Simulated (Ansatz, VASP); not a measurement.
## Two plane-wave programs on ZnO

```xyz
4
Lattice="3.2349 0.0000 0.0000 -1.6174 2.8015 0.0000 0.0000 0.0000 5.2123" Properties=species:S:1:pos:R:3 pbc="T T T"
Zn    1.6174    0.9338    2.6084
Zn    0.0000    1.8677    0.0022
O     1.6174    0.9338    4.5862
O     0.0000    1.8677    1.9801
```

Alike in both runs: task single point; functional r2SCAN; k mesh 12 × 12 × 6; occupations gaussian, width 0.02 eV; no spin polarisation.

|  | VASP | Ansatz |
| --- | --- | --- |
| version | VASP 6.6.1 | Ansatz 0.2.0 |
| potentials or method | VASP PAW PBE potentials, release 64 (Zn, O), cutoff 520 eV | scalar-relativistic, plane waves, PAW |
| valence electrons in the cell | 36 | 36 |

```tsv
	VASP	Ansatz	Ansatz less VASP
gap on the k mesh at the Fermi level (eV)	1.23	1.24	+0.003
least direct gap on the mesh (eV)	1.23	1.24	+0.003
pressure (GPa)	1.0	0.0	-1.00
traceless stress, the component that is largest in VASP (GPa)	0.08	0.02	-0.066
rms of the force components (eV/Å)	0.009	0.002	-0.0068
```

VASP's potentials were made for PBE, not for r2SCAN. Atom by atom the forces differ by 0.007 eV/Å (rms over components). With one functional, cell and mesh, what is left measures potentials, basis and numerics.
